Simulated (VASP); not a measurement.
# PbO2: single point with PBEsol

PbO2:

```
CELL_PARAMETERS angstrom
4.99653 0.00000 0.00000
0.00000 4.99653 0.00000
0.00000 0.00000 3.41157
ATOMIC_POSITIONS crystal
Pb 0.00000 0.00000 0.00000
Pb 0.50000 0.50000 0.50000
O 0.30761 0.30761 0.00000
O 0.19239 0.80761 0.50000
O 0.69239 0.69239 0.00000
O 0.80761 0.19239 0.50000
```

| Quantity | Value |
| --- | --- |
| Program | VASP 6.6.1 |
| Task | single point |
| Functional | PBEsol |
| Potentials or basis | VASP PAW PBE potentials, release 64 (Pb_d, O) |
| Cutoff | 520 eV |
| k mesh | 4 × 4 × 6 |
| Occupations | fermi-dirac, width 0.02 eV |
| Spin | no spin polarisation |
| Dipole correction | no |
| Further INCAR settings | ALGO = Normal; EDIFF = 1e-06; NBANDS = 35 |

```yaml
Pressure: 0.2 GPa
Largest_force: 0.009 eV/Å
Band_gap_on_the_k_mesh: 0.18 eV (least direct gap 0.69 eV)
```

Forces in eV/Å, atoms in the order of the input:
```
Pb   0.000  0.000  0.000
Pb   0.000  0.000  0.000
O   -0.006 -0.006  0.000
O    0.006 -0.006  0.000
O    0.006  0.006  0.000
O   -0.006  0.006  0.000
```

Stress tensor (GPa, compression positive):
```
0.16 0.00 0.00
0.00 0.16 0.00
0.00 0.00 0.34
```

Levels at points of the mesh, in eV from the valence-band top:
```csv
k point,band 22,band 23,band 24,band 25,band 26,band 27,band 28,band 29,band 30,band 31
"(0.00, 0.00, 0.00)",-0.59,-0.53,-0.53,-0.51,-0.51,0.18,4.24,5.81,5.81,9.56
"(0.50, 0.00, 0.00)",-1.25,-0.57,-0.57,-0.29,-0.29,2.44,2.44,6.42,6.42,9.72
"(0.50, 0.50, 0.00)",-1.50,-0.58,-0.58,-0.39,-0.39,2.84,2.84,6.71,6.71,10.06
"(0.00, 0.00, 0.50)",-1.94,-1.03,-1.03,-0.70,-0.70,3.77,3.77,8.82,8.82,9.61
"(0.50, 0.00, 0.50)",-0.99,-0.69,-0.69,-0.13,-0.13,4.08,4.08,7.26,7.26,9.89
"(0.50, 0.50, 0.50)",-1.82,-0.58,-0.58,-0.43,-0.43,2.84,2.84,8.25,8.25,9.75
```

Run time: 36 s on 1 thread of Intel(R) Xeon(R) 6975P-C (Granite Rapids) (shared host), peak memory 0.22 GiB.

Caveat: the PAW data sets were made with another functional, which shifts forces and pressure a little; spin-orbit coupling is left out, which moves the levels of the heavy elements. A k mesh can miss the band edges.
